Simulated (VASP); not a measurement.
# Lu (Fm-3m) in VASP: single point with PBE

Aim: the single point of Lu with PBE.

Everything below comes from runs of VASP 6.6.1. Logs are shortened: lines on timing, memory, paths and dates and some standing lists are left out, and cuts for length are marked.

### 1 The cell of the first run

The structure is cubic, space group Fm-3m (No. 225). Conventional cell: a = 4.861 Å, b = 4.861 Å, c = 4.861 Å, α = 90.00°, β = 90.00°, γ = 90.00°. Lu (site symmetry m-3m) has 12 Lu at 3.44 Å within 4.5 Å.

This isn't the form of Lu at room conditions, which is hcp.

### 2 Single point, PBE, non-collinear spin, zero start, spin-orbit coupling

INCAR reads:

```
SYSTEM = Lu
  PREC = Accurate
  ENCUT = 520
  EDIFF = 1E-6
  ISMEAR = -1
  SIGMA = 0.05
  LREAL = .FALSE.
  LASPH = .TRUE.
  NELM = 150
  ALGO = Normal
  ISIF = 2
  LWAVE = .FALSE.
  LCHARG = .TRUE.
  LNONCOLLINEAR = .TRUE.
  MAGMOM = 0 0 0
  LORBIT = 11
  LSORBIT = .TRUE.
  GGA_COMPAT = .FALSE.
  LORBMOM = .TRUE.
  GGA = PE
  LVHAR = .TRUE.
  NBANDS = 36
```

KPOINTS reads:

```
Automatic mesh
0
G
  15 15 15
  0 0 0
```

POSCAR reads:

```
Lu
1.0
    0.0000000000      2.4304584416      2.4304584416
    2.4304584416      0.0000000000      2.4304584416
    2.4304584416      2.4304584416      0.0000000000
Lu
1
Direct
    0.0000000000      0.0000000000      0.0000000000
```

Potentials or basis: VASP PAW PBE potentials, release 64 (Lu).

On the command line:

```sh
$ cat potpaw_PBE.64/Lu/POTCAR > POTCAR
$ mpirun -np 1 vasp_ncl > vasp.out
```

OUTCAR:

```text
SYSTEM = Lu
   PREC = Accurate
   ENCUT = 520
   EDIFF = 1E-6
   ISMEAR = -1
   LREAL = .FALSE.
   LASPH = .TRUE.
   NELM = 150
   ISIF = 2
   LNONCOLLINEAR = .TRUE.
   LORBIT = 11
   LSORBIT = .TRUE.
   GGA = PE

 ion  position               nearest neighbor table
   1  0.000  0.000  0.000-

  LATTYP: Found a face centered cubic cell.
 ALAT       =     4.8609168832

  Lattice vectors:

 A1 = (   0.0000000000,   2.4304584416,   2.4304584416)
 A2 = (   2.4304584416,   0.0000000000,   2.4304584416)
 A3 = (   2.4304584416,   2.4304584416,   0.0000000000)

Analysis of symmetry for initial positions (statically):
=====================================================================
 Subroutine PRICEL returns:
 Original cell was already a primitive cell.

 Routine SETGRP: Setting up the symmetry group for a
 face centered cubic supercell.

 Subroutine GETGRP returns: Found 48 space group operations
 (whereof 48 operations were pure point group operations)
 out of a pool of 48 trial point group operations.

The static configuration has the point symmetry O_h .

Analysis of symmetry for dynamics (positions and initial velocities):
=====================================================================
 Subroutine PRICEL returns:
 Original cell was already a primitive cell.

 Routine SETGRP: Setting up the symmetry group for a
 face centered cubic supercell.

 Subroutine GETGRP returns: Found 48 space group operations
 (whereof 48 operations were pure point group operations)
 out of a pool of 48 trial point group operations.

The dynamic configuration has the point symmetry O_h .

Analysis of structural, dynamic, and magnetic symmetry:
=====================================================================
 Subroutine PRICEL returns:
 Original cell was already a primitive cell.

 Routine SETGRP: Setting up the symmetry group for a
 face centered cubic supercell.

 Subroutine GETGRP returns: Found 48 space group operations
 (whereof 48 operations were pure point group operations)
 out of a pool of 48 trial point group operations.

The overall configuration has the point symmetry O_h .

 Subroutine INISYM returns: Found 48 space group operations
 (whereof 48 operations are pure point group operations),
 and found     1 'primitive' translations

----------------------------------------------------------------------------------------

                                     Primitive cell

  volume of cell :      28.7141

  direct lattice vectors                    reciprocal lattice vectors
     0.000000000  2.430458442  2.430458442    -0.205722505  0.205722505  0.205722505
     2.430458442  0.000000000  2.430458442     0.205722505 -0.205722505  0.205722505
     2.430458442  2.430458442  0.000000000     0.205722505  0.205722505 -0.205722505

  length of vectors
     3.437187291  3.437187291  3.437187291     0.356321832  0.356321832  0.356321832

  position of ions in fractional coordinates (direct lattice)
     0.000000000  0.000000000  0.000000000

  ion indices of the primitive-cell ions
   primitive index   ion index
                 1           1

----------------------------------------------------------------------------------------

 KPOINTS: Automatic mesh

Automatic generation of k-mesh.
 Grid dimensions read from file:
 generate k-points for:   15   15   15

 Generating k-lattice:

  Cartesian coordinates                     Fractional coordinates (reciprocal lattice)
    -0.013714834  0.013714834  0.013714834     0.066666667  0.000000000  0.000000000
     0.013714834 -0.013714834  0.013714834     0.000000000  0.066666667  0.000000000
     0.013714834  0.013714834 -0.013714834     0.000000000  0.000000000  0.066666667

  Length of vectors
     0.023754789  0.023754789  0.023754789

  Shift w.r.t. Gamma in fractional coordinates (k-lattice)
     0.000000000  0.000000000  0.000000000

 Subroutine IBZKPT returns following result:
 ===========================================

 Found    120 irreducible k-points:

 Following reciprocal coordinates:
            Coordinates               Weight
  0.000000  0.000000  0.000000      1.000000
  0.066667  0.000000  0.000000      8.000000
  0.133333  0.000000  0.000000      8.000000
  0.200000  0.000000  0.000000      8.000000
  0.266667  0.000000  0.000000      8.000000
  0.333333  0.000000  0.000000      8.000000
[... 16 lines left out ...]
  0.133333  0.133333  0.000000      6.000000
  0.200000  0.133333  0.000000     24.000000
 [... further k-points ...]
   k-points           NKPTS =    120   k-points in BZ     NKDIM =    120   number of bands    NBANDS=     36
   number of dos      NEDOS =    301   number of ions     NIONS =      1
   total plane-waves  NPLWV =  21952
   dimension x,y,z NGX =    28 NGY =   28 NGZ =   28
   dimension x,y,z NGXF=    56 NGYF=   56 NGZF=   56
   ions per type =               1
   NGX,Y,Z   is equivalent  to a cutoff of  13.54, 13.54, 13.54 a.u.
   NGXF,Y,Z  is equivalent  to a cutoff of  27.09, 27.09, 27.09 a.u.
 SYSTEM =  Lu
   PREC   = accura    normal or accurate (medium, high low for compatibility)
   ISTART =      0    job   : 0-new  1-cont  2-samecut
   ICHARG =      2    charge: 1-file 2-atom 10-const
   ISPIN  =      1    spin polarized calculation?
   LNONCOLLINEAR =      T non collinear calculations
   LSORBIT =      T    spin-orbit coupling
   LASPH  =      T    aspherical Exc in radial PAW
   ENCUT  =  520.0 eV  38.22 Ry    6.18 a.u.   6.39  6.39  6.39*2*pi/ulx,y,z
   NELM   =    150;   NELMIN=  2; NELMDL= -5     # of ELM steps
   EDIFF  = 0.1E-05   stopping-criterion for ELM
   LREAL  =      F    real-space projection
   EDIFFG = 0.1E-04   stopping-criterion for IOM
   NSW    =      0    number of steps for IOM
   IBRION =     -1    ionic relax: 0-MD 1-quasi-New 2-CG
   NFREE  =      0    steps in history (QN), initial steepest desc. (CG)
   ISIF   =      2    stress and relaxation
   ISYM   =      2    0-nonsym 1-usesym 2-fastsym
   POTIM  = 0.5000    time-step for ionic-motion
   TEBEG  =    0.0;   TEEND  =   0.0 temperature during run
   PSTRESS=    0.0 pullay stress
   NELECT =      25.0000    total number of electrons
   NUPDOWN=      -1.0000    fix difference up-down
   EMIN   =  10.00;   EMAX   =-10.00  energy-range for DOS
   EFERMI =   0.00;   METHOD = LEGACY
   ISMEAR =    -1;   SIGMA  =   0.05  broadening in eV -4-tet -1-fermi 0-gaus
   EFERMI_NEDOS =   21; number of points for ismear=-14 and -15
   IALGO  =     38    algorithm
   IMIX   =      4    mixing-type and parameters
     AMIX     =   0.40;   BMIX     =  1.00
     AMIX_MAG =   1.60;   BMIX_MAG =  1.00
  volume/ion in A,a.u.               =      28.71       193.77
  Fermi-wavevector in a.u.,A,eV,Ry     =   1.563232  2.954079 33.248459  2.443693
  Thomas-Fermi vector in A             =   2.666033
   LORBIT       =     11    0 simple, 1 ext, 2 COOP (PROOUT), +10 PAW based schemes
   GGA     = PE    functional components
   LHFCALC =     F    Hartree Fock is set to
   AEXX    =    0.0000 exact exchange contribution
   IVDW    =     0    specifies the selected vdW correction
   LEPSILON=     F    determine dielectric tensor
   LRPA    =     F    only Hartree local field effects (RPA)
  energy-cutoff  :      520.00
  volume of cell :       28.71
 maximum number of plane-waves:      1574
 NGX is ok and might be reduce to    28
   NGX = 13   NGY = 13   NGZ = 13

 number of electron      25.0000000 magnetization       0.0000000      0.0000000      0.0000000

 number of electron      25.0000005 magnetization      -0.0000000      0.0000000     -0.0000000

 number of electron      25.0000005 magnetization       0.0000000     -0.0000000      0.0000000

 Free energy of the ion-electron system (eV)
  ---------------------------------------------------
  ext. energy  EPLUGINS =         0.00000000
  ---------------------------------------------------
  free energy    TOTEN  =        -5.21390721 eV

  energy without entropy =       -5.20138931  energy(sigma->0) =       -5.20764826

 E-fermi :   2.3239     XC(G=0): -10.7341

 val. band max:        2.3180257634   @ k =  -0.4000   0.4000   0.2000
 cond. band min:       2.3637308791   @ k =  -0.2667   0.4667   0.2000
 fundamental gap:      0.0457051157
 Fermi energy:         2.3238640860

 k-point     1 :       0.0000    0.0000    0.0000
  band No.  band energies     occupation
      1     -53.9098      1.00000
      2     -53.9098      1.00000
      3     -28.6543      1.00000
      4     -28.6543      1.00000
      5     -22.3087      1.00000
      6     -22.3087      1.00000
[... 28 lines left out ...]
     35      12.6630      0.00000
     36      12.6630      0.00000

 k-point     2 :       0.0667    0.0000    0.0000
  band No.  band energies     occupation
      1     -53.9084      1.00000
      2     -53.9084      1.00000
      3     -28.6602      1.00000
      4     -28.6602      1.00000
      5     -22.3301      1.00000
      6     -22.3301      1.00000
[... 28 lines left out ...]
     35      12.9579      0.00000
     36      12.9579      0.00000

 k-point     3 :       0.1333    0.0000    0.0000
  band No.  band energies     occupation
      1     -53.9046      1.00000
      2     -53.9046      1.00000
      3     -28.6771      1.00000
      4     -28.6771      1.00000
      5     -22.3899      1.00000
      6     -22.3899      1.00000
[... 28 lines left out ...]
     35      13.6102      0.00000
     36      13.6102      0.00000
[... 742 lines left out ...]
 k-point    23 :       0.1333    0.1333    0.0000
  band No.  band energies     occupation
      1     -53.9029      1.00000
      2     -53.9029      1.00000
      3     -28.6844      1.00000
      4     -28.6844      1.00000
      5     -22.3965      1.00000
      6     -22.3965      1.00000
[... 28 lines left out ...]
     35      14.1290      0.00000
     36      14.1290      0.00000

 k-point    24 :       0.2000    0.1333    0.0000
  band No.  band energies     occupation
      1     -53.8987      1.00000
      2     -53.8987      1.00000
      3     -28.7028      1.00000
      4     -28.7028      1.00000
      5     -22.4550      1.00000
      6     -22.4550      1.00000
[... 28 lines left out ...]
     35      14.5250      0.00000
     36      14.5251      0.00000

 [... further k-points ...]

------------------------ aborting loop because EDIFF is reached ----------------------------------------

  FORCE on cell =-STRESS in cart. coord.  units (eV):
  Direction    XX          YY          ZZ          XY          YZ          ZX
  --------------------------------------------------------------------------------------
  -------------------------------------------------------------------------------------
  Total        0.0079950      0.0079950      0.0079950      0.0000000      0.0000000      0.0000000
  in kB        0.4460997      0.4460997      0.4460997      0.0000000      0.0000000      0.0000000
  external PRESSURE =       0.4460997 kB  Pullay stress =       0.0000000 kB

 VOLUME and BASIS-vectors are now :
 -----------------------------------------------------------------------------
  energy-cutoff  :      520.00
  volume of cell :       28.71
      direct lattice vectors                 reciprocal lattice vectors
     0.000000000  2.430458442  2.430458442    -0.205722505  0.205722505  0.205722505
     2.430458442  0.000000000  2.430458442     0.205722505 -0.205722505  0.205722505
     2.430458442  2.430458442  0.000000000     0.205722505  0.205722505 -0.205722505

 POSITION                                       TOTAL-FORCE (eV/Angst)
 -----------------------------------------------------------------------------------
      0.00000      0.00000      0.00000        -0.000000     -0.000000     -0.000000
 -----------------------------------------------------------------------------------
    total drift:                               -0.000000     -0.000000     -0.000000

  FREE ENERGIE OF THE ION-ELECTRON SYSTEM (eV)
  ---------------------------------------------------
  free  energy   TOTEN  =        -5.2139072096 eV

  energy  without entropy=       -5.2013893098  energy(sigma->0) =       -5.20764826

 orbital moment (x)

 # of ion     p       d       f       tot
 ------------------------------------------------
  1         0.000  -0.000  -0.000  -0.000
 ------------------------------------------------
            0.000  -0.000  -0.000  -0.000

 orbital moment (y)

 # of ion     p       d       f       tot
 ------------------------------------------------
  1         0.000  -0.000  -0.000  -0.000
 ------------------------------------------------
            0.000  -0.000  -0.000  -0.000

 orbital moment (z)

 # of ion     p       d       f       tot
 ------------------------------------------------
  1         0.000   0.000  -0.000  -0.000
 ------------------------------------------------
            0.000   0.000  -0.000  -0.000

 Spin-Orbit-Coupling matrix elements

 Ion:    1  E_soc:     -1.4471392
 l=   1
     0.0000000    -0.2329995    -0.2329995
    -0.2329995     0.0000000    -0.2329995
    -0.2329995    -0.2329995     0.0000000
 l=   2
     0.0000000    -0.0001875     0.0000000    -0.0001875    -0.0019898
    -0.0001875     0.0000000    -0.0014923    -0.0001875    -0.0004974
     0.0000000    -0.0014923     0.0000000    -0.0014923     0.0000000
    -0.0001875    -0.0001875    -0.0014923     0.0000000    -0.0004974
    -0.0019898    -0.0004974     0.0000000    -0.0004974     0.0000000
 l=   3
     0.0000000    -0.0006693     0.0000000     0.0000000     0.0000000    -0.0006412    -0.0037923
    -0.0006693     0.0000000    -0.0011155     0.0000000    -0.0011155    -0.0017848    -0.0006693
     0.0000000    -0.0011155     0.0000000    -0.0025246    -0.0004359    -0.0010625     0.0000000
     0.0000000     0.0000000    -0.0025246     0.0000000    -0.0025246     0.0000000     0.0000000
     0.0000000    -0.0011155    -0.0004359    -0.0025246     0.0000000    -0.0010625     0.0000000
    -0.0006412    -0.0017848    -0.0010625     0.0000000    -0.0010625     0.0000000    -0.0006412
    -0.0037923    -0.0006693     0.0000000     0.0000000     0.0000000    -0.0006412     0.0000000

 total charge

# of ion       s       p       d       f       tot
--------------------------------------------------
    1        2.359   6.048   0.813  13.952  23.172

 magnetization (x)

# of ion       s       p       d       f       tot
--------------------------------------------------
    1        0.000   0.000   0.000  -0.000   0.000

 magnetization (y)

# of ion       s       p       d       f       tot
--------------------------------------------------
    1       -0.000   0.000  -0.000  -0.000  -0.000

 magnetization (z)

# of ion       s       p       d       f       tot
--------------------------------------------------
    1        0.000  -0.000  -0.000   0.000  -0.000
```

It took 2.7 min on 1 thread of Intel Xeon 6975P-C (Granite Rapids), shared host; peak memory 0.37 GiB.

What came out:

* Free energy: -5.2139 eV
* Pressure: 0.0 GPa
* Net moment: 0.00 μB per cell
* Valence electrons inside the program's atomic spheres: Lu 23.17

Moments on the atoms (μB; x, y, z):
```
Lu  0.00 0.00 0.00
```
